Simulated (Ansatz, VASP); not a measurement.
## One calculation of GaP, two programs

```
Ga P
1.0
     0.00000    2.70097    2.70097
     2.70097    0.00000    2.70097
     2.70097    2.70097    0.00000
Ga P
1 1
Direct
  0.00000 0.00000 0.00000
  0.25000 0.25000 0.25000
```

Alike in both runs: task single point; functional PBEsol; k mesh 8 × 8 × 8; no spin polarisation.

|  | VASP | Ansatz |
| --- | --- | --- |
| version | VASP 6.6.1 | Ansatz 0.2.0 |
| potentials or method | VASP PAW PBE potentials, release 64 (Ga_d, P), cutoff 500 eV | scalar-relativistic, plane waves, PAW |
| occupations | gaussian, width 0.01 eV | fixed |
| valence electrons in the cell | 18 | 18 |

```tsv
	VASP	Ansatz	Ansatz less VASP
gap on the k mesh at the Fermi level (eV)	1.46	1.46	-0.003
least direct gap on the mesh (eV)	1.97	1.96	-0.008
pressure (GPa)	1.7	1.8	+0.11
```

VASP's potentials were made for PBE, not for PBEsol.
